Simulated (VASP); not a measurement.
# AlCo (P4/mmm) in VASP: notebook, part 2 of 2

VASP 6.6.1. The steps go on from the part before.

## Step 3: Single point, PBEsol (strain +0.0600 x Voigt [1, 1, 0, 0, 0, 0])

Input file INCAR:

```
SYSTEM = AlCo
PREC = Accurate
ENCUT = 520
EDIFF = 1E-7
ISMEAR = 0
SIGMA = 0.15
LREAL = .False.
LASPH = .True.
NELM = 60
ALGO = Fast
ISIF = 2
LWAVE = .False.
LCHARG = .True.
GGA = PS
LELF = .True.
LVHAR = .True.
NBANDS = 13
```

Input file KPOINTS:

```
regular mesh
0
Gamma
  22 22 22
  0 0 0
```

Input file POSCAR:

```
AlCo
1.0
    2.9919406678      0.0000000000      0.0000000000
    0.0000000000      2.9919406678      0.0000000000
    0.0000000000      0.0000000000      2.8225855357
Al Co
1 1
Direct
    0.0000000000      0.0000000000      0.0000000000
    0.5000000000      0.5000000000      0.5000000000
```

Potentials or basis: VASP PAW PBE potentials, release 64 (Al, Co).

The run is started by

```sh
cat potpaw_PBE.64/Al/POTCAR potpaw_PBE.64/Co/POTCAR > POTCAR
mpirun -np 1 vasp_std > vasp.out
```

OUTCAR:

```text
SYSTEM = AlCo
   PREC = Accurate
   ENCUT = 520
   EDIFF = 1E-7
   ISMEAR = 0
   LREAL = .False.
   LASPH = .True.
   NELM = 60
   ISIF = 2
   GGA = PS

 ion  position               nearest neighbor table
   1  0.000  0.000  0.000-   2 2.54   2 2.54   2 2.54   2 2.54   2 2.54   2 2.54   2 2.54   2 2.54

   2  0.500  0.500  0.500-   1 2.54   1 2.54   1 2.54   1 2.54   1 2.54   1 2.54   1 2.54   1 2.54

  LATTYP: Found a simple tetragonal cell.
 ALAT       =     2.9919406678
 C/A-ratio  =     0.9433962264

  Lattice vectors:

 A1 = (   2.9919406678,   0.0000000000,   0.0000000000)
 A2 = (   0.0000000000,   2.9919406678,   0.0000000000)
 A3 = (   0.0000000000,   0.0000000000,   2.8225855357)

Analysis of symmetry for initial positions (statically):
=====================================================================
 Subroutine PRICEL returns:
 Original cell was already a primitive cell.

 Routine SETGRP: Setting up the symmetry group for a
 simple tetragonal supercell.

 Subroutine GETGRP returns: Found 16 space group operations
 (whereof 16 operations were pure point group operations)
 out of a pool of 16 trial point group operations.

The static configuration has the point symmetry D_4h.

Analysis of symmetry for dynamics (positions and initial velocities):
=====================================================================
 Subroutine PRICEL returns:
 Original cell was already a primitive cell.

 Routine SETGRP: Setting up the symmetry group for a
 simple tetragonal supercell.

 Subroutine GETGRP returns: Found 16 space group operations
 (whereof 16 operations were pure point group operations)
 out of a pool of 16 trial point group operations.

The dynamic configuration has the point symmetry D_4h.

 Subroutine INISYM returns: Found 16 space group operations
 (whereof 16 operations are pure point group operations),
 and found     1 'primitive' translations

----------------------------------------------------------------------------------------

                                     Primitive cell

  volume of cell :      25.2670

  direct lattice vectors                    reciprocal lattice vectors
     2.991940668  0.000000000  0.000000000     0.334231227  0.000000000  0.000000000
     0.000000000  2.991940668  0.000000000     0.000000000  0.334231227  0.000000000
     0.000000000  0.000000000  2.822585536     0.000000000  0.000000000  0.354285100

  length of vectors
     2.991940668  2.991940668  2.822585536     0.334231227  0.334231227  0.354285100

  position of ions in fractional coordinates (direct lattice)
     0.000000000  0.000000000  0.000000000
     0.500000000  0.500000000  0.500000000

  ion indices of the primitive-cell ions
   primitive index   ion index
                 1           1
                 2           2

----------------------------------------------------------------------------------------

 KPOINTS: regular mesh

Automatic generation of k-mesh.
 Grid dimensions read from file:
 generate k-points for:   22   22   22

 Generating k-lattice:

  Cartesian coordinates                     Fractional coordinates (reciprocal lattice)
     0.015192328  0.000000000  0.000000000     0.045454545  0.000000000  0.000000000
     0.000000000  0.015192328  0.000000000     0.000000000  0.045454545  0.000000000
     0.000000000  0.000000000  0.016103868     0.000000000  0.000000000  0.045454545

  Length of vectors
     0.015192328  0.015192328  0.016103868

  Shift w.r.t. Gamma in fractional coordinates (k-lattice)
     0.000000000  0.000000000  0.000000000

 Subroutine IBZKPT returns following result:
 ===========================================

 Found    936 irreducible k-points:

 Following reciprocal coordinates:
            Coordinates               Weight
  0.000000  0.000000  0.000000      1.000000
  0.045455  0.000000  0.000000      4.000000
  0.090909  0.000000  0.000000      4.000000
  0.136364  0.000000  0.000000      4.000000
  0.181818  0.000000  0.000000      4.000000
  0.227273  0.000000  0.000000      4.000000
[... 16 lines left out ...]
  0.500000  0.045455  0.000000      4.000000
  0.090909  0.090909  0.000000      4.000000
 [... further k-points ...]
   k-points           NKPTS =    936   k-points in BZ     NKDIM =    936   number of bands    NBANDS=     13
   number of dos      NEDOS =    301   number of ions     NIONS =      2
   total plane-waves  NPLWV =  13824
   dimension x,y,z NGX =    24 NGY =   24 NGZ =   24
   dimension x,y,z NGXF=    48 NGYF=   48 NGZF=   48
   ions per type =               1   1
   NGX,Y,Z   is equivalent  to a cutoff of  13.34, 13.34, 14.14 a.u.
   NGXF,Y,Z  is equivalent  to a cutoff of  26.67, 26.67, 28.27 a.u.
 SYSTEM =  AlCo
   PREC   = accura    normal or accurate (medium, high low for compatibility)
   ISTART =      0    job   : 0-new  1-cont  2-samecut
   ICHARG =      2    charge: 1-file 2-atom 10-const
   ISPIN  =      1    spin polarized calculation?
   LNONCOLLINEAR =      F non collinear calculations
   LSORBIT =      F    spin-orbit coupling
   LASPH  =      T    aspherical Exc in radial PAW
   ENCUT  =  520.0 eV  38.22 Ry    6.18 a.u.   5.56  5.56  5.25*2*pi/ulx,y,z
   NELM   =     60;   NELMIN=  2; NELMDL= -5     # of ELM steps
   EDIFF  = 0.1E-06   stopping-criterion for ELM
   LREAL  =      F    real-space projection
   EDIFFG = 0.1E-05   stopping-criterion for IOM
   NSW    =      0    number of steps for IOM
   IBRION =     -1    ionic relax: 0-MD 1-quasi-New 2-CG
   NFREE  =      0    steps in history (QN), initial steepest desc. (CG)
   ISIF   =      2    stress and relaxation
   ISYM   =      2    0-nonsym 1-usesym 2-fastsym
   POTIM  = 0.5000    time-step for ionic-motion
   TEBEG  =    0.0;   TEEND  =   0.0 temperature during run
   PSTRESS=    0.0 pullay stress
   NELECT =      12.0000    total number of electrons
   NUPDOWN=      -1.0000    fix difference up-down
   EMIN   =  10.00;   EMAX   =-10.00  energy-range for DOS
   EFERMI =   0.00;   METHOD = LEGACY
   ISMEAR =     0;   SIGMA  =   0.15  broadening in eV -4-tet -1-fermi 0-gaus
   EFERMI_NEDOS =   21; number of points for ismear=-14 and -15
   IALGO  =     68    algorithm
   IMIX   =      4    mixing-type and parameters
     AMIX     =   0.40;   BMIX     =  1.00
     AMIX_MAG =   1.60;   BMIX_MAG =  1.00
  volume/ion in A,a.u.               =      12.63        85.25
  Fermi-wavevector in a.u.,A,eV,Ry     =   1.277274  2.413699 22.196953  1.631430
  Thomas-Fermi vector in A             =   2.409883
   LORBIT       =      0    0 simple, 1 ext, 2 COOP (PROOUT), +10 PAW based schemes
   GGA     = PS    functional components
   LHFCALC =     F    Hartree Fock is set to
   AEXX    =    0.0000 exact exchange contribution
   IVDW    =     0    specifies the selected vdW correction
   LEPSILON=     F    determine dielectric tensor
   LRPA    =     F    only Hartree local field effects (RPA)
 non-spin polarized calculation
 RMM-DIIS sequential band-by-band and
 Gauss-broadening in eV      SIGMA  =   0.15
  energy-cutoff  :      520.00
  volume of cell :       25.27
 maximum number of plane-waves:       707
 NGX is ok and might be reduce to    24
   NGX = 11   NGY = 11   NGZ = 11

 number of electron      11.9999992 magnetization

 Free energy of the ion-electron system (eV)
  ---------------------------------------------------
  ext. energy  EPLUGINS =         0.00000000
  ---------------------------------------------------
  free energy    TOTEN  =       -12.89439959 eV

  energy without entropy =      -12.88026443  energy(sigma->0) =      -12.88733201

 E-fermi :   9.2441     XC(G=0): -11.9608

 val. band max:        9.2437995273   @ k =   0.5000   0.3182   0.0909
 cond. band min:       9.2451266108   @ k =   0.4091   0.3636   0.4091
 fundamental gap:      0.0013270834
 Fermi energy:         9.2441265567

 k-point     1 :       0.0000    0.0000    0.0000
  band No.  band energies     occupation
      1      -1.1682      2.00000
      2       6.6701      2.00000
      3       6.7517      2.00000
      4       8.4720      2.00000
      5       8.6877      2.00000
      6       8.6877      2.00000
      7      14.2083      0.00000
      8      14.2083      0.00000
      9      16.2417      0.00000
     10      17.5081      0.00000
     11      17.7652      0.00000
     12      22.9970      0.00000
     13      29.0339      0.00000
[... 353 lines left out ...]
 k-point    24 :       0.0909    0.0909    0.0000
  band No.  band energies     occupation
      1      -0.8859      2.00000
      2       6.6550      2.00000
      3       6.7772      2.00000
      4       8.3078      2.00000
      5       8.6273      2.00000
      6       8.6509      2.00000
      7      13.1332      0.00000
      8      13.4201      0.00000
      9      16.6068      0.00000
     10      18.4891      0.00000
     11      19.0449      0.00000
     12      23.7188      0.00000
     13      26.0456      0.00000

 [... further k-points ...]
[... 5 lines left out ...]
  --------------------------------------------------------------------------------------
  -------------------------------------------------------------------------------------
  Total       -3.1465929     -3.1465929     -1.7789209      0.0000000      0.0000000      0.0000000
  in kB     -199.5253475   -199.5253475   -112.8013159      0.0000000      0.0000000      0.0000000
  external PRESSURE =    -170.6173370 kB  Pullay stress =       0.0000000 kB

 VOLUME and BASIS-vectors are now :
 -----------------------------------------------------------------------------
  energy-cutoff  :      520.00
  volume of cell :       25.27
      direct lattice vectors                 reciprocal lattice vectors
     2.991940668  0.000000000  0.000000000     0.334231227  0.000000000  0.000000000
     0.000000000  2.991940668  0.000000000     0.000000000  0.334231227  0.000000000
     0.000000000  0.000000000  2.822585536     0.000000000  0.000000000  0.354285100

 POSITION                                       TOTAL-FORCE (eV/Angst)
 -----------------------------------------------------------------------------------
      0.00000      0.00000      0.00000         0.000000      0.000000      0.000000
      1.49597      1.49597      1.41129         0.000000      0.000000      0.000000
 -----------------------------------------------------------------------------------
    total drift:                                0.000000     -0.000000     -0.000000

  FREE ENERGIE OF THE ION-ELECTRON SYSTEM (eV)
  ---------------------------------------------------
  free  energy   TOTEN  =       -12.8943995937 eV

  energy  without entropy=      -12.8802644347  energy(sigma->0) =      -12.88733201
```

stdout:

```text
POSCAR found type information on POSCAR AlCo
 POSCAR found :  2 types and       2 ions
 scaLAPACK will be used
 -----------------------------------------------------------------------------
|                                                                             |
|                                                                             |
|     You enforced a specific xc type in the INCAR file but a different       |
|     I HOPE YOU KNOW WHAT YOU ARE DOING!                                     |
|                                                                             |
 -----------------------------------------------------------------------------

 LDA part: xc-table for (Slater+PW92), standard interpolation
 POSCAR, INCAR and KPOINTS ok, starting setup
 FFT: planning ... GRIDC
 FFT: planning ... GRID_SOFT
 FFT: planning ... GRID
 WAVECAR not read
 entering main loop
```

It took 3.1 min on 1 thread of Intel Xeon Platinum 8259CL at 2.50GHz (Skylake/Cascade Lake), shared host; peak memory 0.42 GiB.

Results:

| Item | Value |
| --- | --- |
| Free energy | -12.8944 eV |
| Pressure | -17.1 GPa |
| Band gap on the k mesh | zero (band 6 reaches 11.65 eV, above the bottom of band 7 at 8.98 eV) |

Stress tensor (GPa, compression positive):
```
-19.95   0.00   0.00
  0.00 -19.95   0.00
  0.00   0.00 -11.28
```

Levels at points of the mesh, in eV from the Fermi level:
```tsv
k point	band 4	band 5	band 6	band 7	band 8	band 9
(0.00, 0.00, 0.00)	-0.77	-0.56	-0.56	4.96	4.96	7.00
(0.50, 0.00, 0.00)	-1.57	-1.17	-0.48	0.05	8.26	9.50
(0.50, 0.50, 0.00)	-2.65	-1.03	-1.03	-0.26	1.88	2.76
(0.00, 0.00, 0.50)	-1.53	-1.53	-0.64	0.52	8.40	9.69
(0.50, 0.00, 0.50)	-2.10	-1.33	-1.29	-0.11	2.44	3.24
(0.50, 0.50, 0.50)	-0.21	-0.02	2.40	2.40	2.57	3.46
```

Caveat: the cell differs from its parent crystal (strain +0.0600 x Voigt [1, 1, 0, 0, 0, 0]); the PAW data sets were made with another functional, which shifts forces and pressure a little.
